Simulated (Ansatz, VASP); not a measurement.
# Two plane-wave programs on Al

```xyz
1
Lattice="2.7061 0.0000 0.0000 0.0000 2.7061 0.0000 0.0000 0.0000 2.7061" Properties=species:S:1:pos:R:3 pbc="T T T"
Al    0.0000    0.0000    0.0000
```

Alike in both runs: task single point; functional r2SCAN; k mesh 13 × 13 × 13; occupations fermi-dirac, width 0.1 eV; no spin polarisation.

|  | VASP | Ansatz |
| --- | --- | --- |
| version | VASP 6.6.1 | Ansatz 0.2.0 |
| potentials or method | VASP PAW PBE potentials, release 64 (Al), cutoff 520 eV | plane waves (500 eV) with PAW, scalar-relativistic |
| valence electrons in the cell | 3 | 3 |

Ansatz gave:

```
pressure (GPa) : 0.1
```

Question: Estimate VASP's values.

Answer: Pressure (GPa): -0.1.

VASP's potentials were made for PBE, not for r2SCAN. The functional is the same, so the differences come from potentials, cutoffs and numerics.
